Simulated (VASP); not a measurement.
# MgS (F-43m) in VASP: single point with HSE06

Aim: the single point of MgS with HSE06.

Everything below comes from runs of VASP 6.6.1. Logs are shortened: lines on timing, memory, paths and dates and some standing lists are left out, and cuts for length are marked.

**1. The cell of the first run**

Symmetry: F-43m, No. 216, cubic system. Conventional cell: a = 5.662 Å, b = 5.662 Å, c = 5.662 Å, α = 90.00°, β = 90.00°, γ = 90.00°. Mg (site symmetry -43m) has 4 S at 2.45 Å within 3.2 Å. S (site symmetry -43m) has 4 Mg at 2.45 Å within 3.2 Å.

**2. Single point, HSE06**

File POSCAR:

```
MgS
1.0
    0.0000000000      2.8308768404      2.8308768404
    2.8308768404      0.0000000000      2.8308768404
    2.8308768404      2.8308768404      0.0000000000
Mg S
1 1
Direct
    0.0000000000      0.0000000000      0.0000000000
    0.2500000000      0.2500000000      0.2500000000
```

File INCAR.step1:

```
  PREC = Accurate
  ENCUT = 520
  EDIFF = 1E-5
  ISMEAR = 0
  SIGMA = 0.01
  LREAL = F
  LASPH = T
  NELM = 100
  ALGO = Normal
  ISIF = 2
  LWAVE = T
  LCHARG = F
  NBANDS = 11
  GGA = PE
```

File INCAR.step2:

```
  PREC = Accurate
  ENCUT = 520
  EDIFF = 1E-7
  ISMEAR = 0
  SIGMA = 0.01
  LREAL = F
  LASPH = T
  NELM = 100
  ALGO = Normal
  ISIF = 2
  LWAVE = F
  LCHARG = F
  GGA = PE
  LHFCALC = T
  HFSCREEN = 0.2079
  PRECFOCK = Normal
  NBANDS = 11
  ISTART = 1
```

File KPOINTS:

```
Automatic mesh
0
Gamma
  4 4 4
```

Potentials or basis: VASP PAW PBE potentials, release 64 (Mg, S).

On the command line:

```console
$ cat potpaw_PBE.64/Mg/POTCAR potpaw_PBE.64/S/POTCAR > POTCAR
$ cp INCAR.step1 INCAR
$ mpirun -np 1 vasp_std > vasp.out
$ cp INCAR.step2 INCAR
$ mpirun -np 1 vasp_std > vasp.out
```

OUTCAR:

```text
PREC = Accurate
   ENCUT = 520
   EDIFF = 1E-7
   ISMEAR = 0
   LREAL = F
   LASPH = T
   NELM = 100
   ISIF = 2
   GGA = PE
   LHFCALC = T
   HFSCREEN = 0.2079
   PRECFOCK = Normal
   ISTART = 1

 ion  position               nearest neighbor table
   1  0.000  0.000  0.000-   2 2.45   2 2.45   2 2.45   2 2.45
   2  0.250  0.250  0.250-   1 2.45   1 2.45   1 2.45   1 2.45

  LATTYP: Found a face centered cubic cell.
 ALAT       =     5.6617536808

  Lattice vectors:

 A1 = (   0.0000000000,   2.8308768404,   2.8308768404)
 A2 = (   2.8308768404,   0.0000000000,   2.8308768404)
 A3 = (   2.8308768404,   2.8308768404,   0.0000000000)

Analysis of symmetry for initial positions (statically):
=====================================================================
 Subroutine PRICEL returns:
 Original cell was already a primitive cell.

 Routine SETGRP: Setting up the symmetry group for a
 face centered cubic supercell.

 Subroutine GETGRP returns: Found 24 space group operations
 (whereof 24 operations were pure point group operations)
 out of a pool of 48 trial point group operations.

The static configuration has the point symmetry T_d .

Analysis of symmetry for dynamics (positions and initial velocities):
=====================================================================
 Subroutine PRICEL returns:
 Original cell was already a primitive cell.

 Routine SETGRP: Setting up the symmetry group for a
 face centered cubic supercell.

 Subroutine GETGRP returns: Found 24 space group operations
 (whereof 24 operations were pure point group operations)
 out of a pool of 48 trial point group operations.

The dynamic configuration has the point symmetry T_d .

 Subroutine INISYM returns: Found 24 space group operations
 (whereof 24 operations are pure point group operations),
 and found     1 'primitive' translations

----------------------------------------------------------------------------------------

                                     Primitive cell

  volume of cell :      45.3725

  direct lattice vectors                    reciprocal lattice vectors
     0.000000000  2.830876840  2.830876840    -0.176623721  0.176623721  0.176623721
     2.830876840  0.000000000  2.830876840     0.176623721 -0.176623721  0.176623721
     2.830876840  2.830876840  0.000000000     0.176623721  0.176623721 -0.176623721

  length of vectors
     4.003464421  4.003464421  4.003464421     0.305921258  0.305921258  0.305921258

  position of ions in fractional coordinates (direct lattice)
     0.000000000  0.000000000  0.000000000
     0.250000000  0.250000000  0.250000000

  ion indices of the primitive-cell ions
   primitive index   ion index
                 1           1
                 2           2

----------------------------------------------------------------------------------------

 KPOINTS: Automatic mesh

Automatic generation of k-mesh.
 Grid dimensions read from file:
 generate k-points for:    4    4    4

 Generating k-lattice:

  Cartesian coordinates                     Fractional coordinates (reciprocal lattice)
    -0.044155930  0.044155930  0.044155930     0.250000000  0.000000000  0.000000000
     0.044155930 -0.044155930  0.044155930     0.000000000  0.250000000  0.000000000
     0.044155930  0.044155930 -0.044155930     0.000000000  0.000000000  0.250000000

  Length of vectors
     0.076480314  0.076480314  0.076480314

  Shift w.r.t. Gamma in fractional coordinates (k-lattice)
     0.000000000  0.000000000  0.000000000

 Subroutine IBZKPT returns following result:
 ===========================================

 Found      8 irreducible k-points:

 Following reciprocal coordinates:
            Coordinates               Weight
  0.000000  0.000000  0.000000      1.000000
  0.250000  0.000000  0.000000      8.000000
  0.500000  0.000000  0.000000      4.000000
  0.250000  0.250000  0.000000      6.000000
  0.500000  0.250000  0.000000     24.000000
 -0.250000  0.250000  0.000000     12.000000
  0.500000  0.500000  0.000000      3.000000
 -0.250000  0.500000  0.250000      6.000000
   k-points           NKPTS =      8   k-points in BZ     NKDIM =     64   number of bands    NBANDS=     11
   number of dos      NEDOS =    301   number of ions     NIONS =      2
   total plane-waves  NPLWV =  27000
   dimension x,y,z NGX =    30 NGY =   30 NGZ =   30
   dimension x,y,z NGXF=    60 NGYF=   60 NGZF=   60
   ions per type =               1   1
   NGX,Y,Z   is equivalent  to a cutoff of  12.46, 12.46, 12.46 a.u.
   NGXF,Y,Z  is equivalent  to a cutoff of  24.92, 24.92, 24.92 a.u.
 SYSTEM =  unknown system
   PREC   = accura    normal or accurate (medium, high low for compatibility)
   ISTART =      1    job   : 0-new  1-cont  2-samecut
   ICHARG =      0    charge: 1-file 2-atom 10-const
   ISPIN  =      1    spin polarized calculation?
   LNONCOLLINEAR =      F non collinear calculations
   LSORBIT =      F    spin-orbit coupling
   LASPH  =      T    aspherical Exc in radial PAW
   ENCUT  =  520.0 eV  38.22 Ry    6.18 a.u.   7.44  7.44  7.44*2*pi/ulx,y,z
   NELM   =    100;   NELMIN=  2; NELMDL=  0     # of ELM steps
   EDIFF  = 0.1E-06   stopping-criterion for ELM
   LREAL  =      F    real-space projection
   EDIFFG = 0.1E-05   stopping-criterion for IOM
   NSW    =      0    number of steps for IOM
   IBRION =     -1    ionic relax: 0-MD 1-quasi-New 2-CG
   NFREE  =      0    steps in history (QN), initial steepest desc. (CG)
   ISIF   =      2    stress and relaxation
   ISYM   =      3    0-nonsym 1-usesym 2-fastsym
   POTIM  = 0.5000    time-step for ionic-motion
   TEBEG  =    0.0;   TEEND  =   0.0 temperature during run
   PSTRESS=    0.0 pullay stress
   NELECT =       8.0000    total number of electrons
   NUPDOWN=      -1.0000    fix difference up-down
   EMIN   =  10.00;   EMAX   =-10.00  energy-range for DOS
   EFERMI =   0.00;   METHOD = LEGACY
   ISMEAR =     0;   SIGMA  =   0.01  broadening in eV -4-tet -1-fermi 0-gaus
   EFERMI_NEDOS =   21; number of points for ismear=-14 and -15
   IALGO  =     38    algorithm
   IMIX   =      1    mixing-type and parameters
     AMIX     =   0.40;   BMIX     =  1.00
     AMIX_MAG =   1.60;   BMIX_MAG =  1.00
  volume/ion in A,a.u.               =      22.69       153.09
  Fermi-wavevector in a.u.,A,eV,Ry     =   0.917995  1.734760 11.465842  0.842716
  Thomas-Fermi vector in A             =   2.043027
   LORBIT       =      0    0 simple, 1 ext, 2 COOP (PROOUT), +10 PAW based schemes
   GGA     = PE    functional components
   LHFCALC =     T    Hartree Fock is set to
   PRECFOCK=normal    Normal, Fast or Accurate (Low or Medium for compatibility)
   ENCUT4O =  -1.0   cutoff for four orbital integrals eV
   NKREDX  =     1    reduce k-point grid by
   NKREDY  =     1    reduce k-point grid by
   NKREDZ  =     1    reduce k-point grid by
   AEXX    =    0.2500 exact exchange contribution
   HFSCREEN=    0.2079 screening length (either q_TF or 0.3 A-1)
   HFSCREENC=   0.2079 screening length for correlation (either q_TF or 0.3 A-1)
   ENCUTFOCK=  -1.0 apply spherical cutoff to Coloumb kernel
   IVDW    =     0    specifies the selected vdW correction
   LEPSILON=     F    determine dielectric tensor
   LRPA    =     F    only Hartree local field effects (RPA)
 non-spin polarized calculation
 Gauss-broadening in eV      SIGMA  =   0.01
  energy-cutoff  :      520.00
  volume of cell :       45.37
 maximum number of plane-waves:      1243
 NGX is ok and might be reduce to    30
  NGX = 24; NGY = 24; NGZ = 24

 number of electron       8.0000001 magnetization

 Free energy of the ion-electron system (eV)
  ---------------------------------------------------
  ext. energy  EPLUGINS =         0.00000000
  ---------------------------------------------------
  free energy    TOTEN  =        -9.83410165 eV

  energy without entropy =       -9.83410165  energy(sigma->0) =       -9.83410165

 E-fermi :   0.3857     XC(G=0):  -7.0157

 val. band max:        0.3366256148   @ k =   0.0000   0.0000   0.0000
 cond. band min:       4.8544478063   @ k =   0.0000   0.0000   0.0000
 fundamental gap:      4.5178221915
 Fermi energy:         0.3857260967

 k-point     1 :       0.0000    0.0000    0.0000
  band No.  band energies     occupation
      1     -12.0812      2.00000
      2       0.3366      2.00000
      3       0.3366      2.00000
      4       0.3366      2.00000
      5       4.8544      0.00000
      6       9.5197      0.00000
      7       9.5197      0.00000
      8       9.5197      0.00000
      9      12.5332      0.00000
     10      12.5332      0.00000
     11      15.3812      0.00000

 k-point     2 :       0.2500    0.0000    0.0000
  band No.  band energies     occupation
      1     -11.7357      2.00000
      2      -1.6348      2.00000
      3       0.1477      2.00000
      4       0.1477      2.00000
      5       6.4182      0.00000
      6       9.3608      0.00000
      7       9.7356      0.00000
      8       9.7356      0.00000
      9      12.0920      0.00000
     10      12.0920      0.00000
     11      13.8458      0.00000

 k-point     3 :       0.5000    0.0000    0.0000
  band No.  band energies     occupation
      1     -11.3299      2.00000
      2      -3.0541      2.00000
      3      -0.0219      2.00000
      4      -0.0219      2.00000
      5       6.5632      0.00000
      6       9.1641      0.00000
      7       9.1641      0.00000
      8      10.1868      0.00000
      9      14.5814      0.00000
     10      15.0278      0.00000
     11      15.0278      0.00000

 k-point     4 :       0.2500    0.2500    0.0000
  band No.  band energies     occupation
      1     -11.6220      2.00000
      2      -1.5109      2.00000
      3      -0.2802      2.00000
      4      -0.2802      2.00000
      5       6.5709      0.00000
      6       8.0205      0.00000
      7       9.9897      0.00000
      8      11.1509      0.00000
      9      11.1509      0.00000
     10      13.6239      0.00000
     11      17.2643      0.00000

 k-point     5 :       0.5000    0.2500    0.0000
  band No.  band energies     occupation
      1     -11.2155      2.00000
      2      -2.5219      2.00000
      3      -1.0765      2.00000
      4      -0.4379      2.00000
      5       6.6034      0.00000
      6       8.5066      0.00000
      7      10.1373      0.00000
      8      10.9362      0.00000
      9      13.3889      0.00000
     10      15.2186      0.00000
     11      16.4938      0.00000

 k-point     6 :      -0.2500    0.2500    0.0000
  band No.  band energies     occupation
      1     -11.3499      2.00000
      2      -2.2669      2.00000
      3      -1.1647      2.00000
      4      -0.0406      2.00000
      5       7.8625      0.00000
      6       8.3411      0.00000
      7       9.5518      0.00000
      8      10.3099      0.00000
      9      11.6756      0.00000
     10      15.0727      0.00000
     11      16.1555      0.00000

 k-point     7 :       0.5000    0.5000    0.0000
  band No.  band energies     occupation
      1     -11.0868      2.00000
      2      -2.7137      2.00000
      3      -0.7914      2.00000
      4      -0.7914      2.00000
      5       5.1936      0.00000
      6       7.0842      0.00000
      7      12.9740      0.00000
      8      14.0929      0.00000
      9      14.0929      0.00000
     10      15.8167      0.00000
     11      15.8169      0.00000

 k-point     8 :      -0.2500    0.5000    0.2500
  band No.  band energies     occupation
      1     -11.0773      2.00000
      2      -2.1436      2.00000
      3      -1.6460      2.00000
      4      -1.0787      2.00000
      5       6.9161      0.00000
      6       9.5820      0.00000
      7       9.7154      0.00000
      8      10.1329      0.00000
      9      14.4733      0.00000
     10      15.5732      0.00000
     11      15.8027      0.00000

------------------------ aborting loop because EDIFF is reached ----------------------------------------

  FORCE on cell =-STRESS in cart. coord.  units (eV):
  Direction    XX          YY          ZZ          XY          YZ          ZX
  --------------------------------------------------------------------------------------
  -------------------------------------------------------------------------------------
  Total       -0.0155575     -0.0155575     -0.0155575      0.0000000      0.0000000      0.0000000
  in kB       -0.5493607     -0.5493607     -0.5493607      0.0000000      0.0000000      0.0000000
  external PRESSURE =      -0.5493607 kB  Pullay stress =       0.0000000 kB

 VOLUME and BASIS-vectors are now :
 -----------------------------------------------------------------------------
  energy-cutoff  :      520.00
  volume of cell :       45.37
      direct lattice vectors                 reciprocal lattice vectors
     0.000000000  2.830876840  2.830876840    -0.176623721  0.176623721  0.176623721
     2.830876840  0.000000000  2.830876840     0.176623721 -0.176623721  0.176623721
     2.830876840  2.830876840  0.000000000     0.176623721  0.176623721 -0.176623721

 POSITION                                       TOTAL-FORCE (eV/Angst)
 -----------------------------------------------------------------------------------
      0.00000      0.00000      0.00000        -0.000000     -0.000000     -0.000000
      1.41544      1.41544      1.41544         0.000000      0.000000      0.000000
 -----------------------------------------------------------------------------------
    total drift:                               -0.000001      0.000001      0.000000

  FREE ENERGIE OF THE ION-ELECTRON SYSTEM (eV)
  ---------------------------------------------------
  free  energy   TOTEN  =        -9.8341016495 eV

  energy  without entropy=       -9.8341016495  energy(sigma->0) =       -9.83410165
```

It took 5.2 min on 1 thread of AMD EPYC 7R13, shared host; peak memory 0.25 GiB.

Results:

- Free energy: -9.8341 eV
- Pressure: -0.1 GPa
- Band gap on the k mesh: 4.52 eV, direct

Caveat: the k points lie up to 0.48 Å⁻¹ apart; the PAW data sets were made with another functional, which shifts forces and pressure a little.
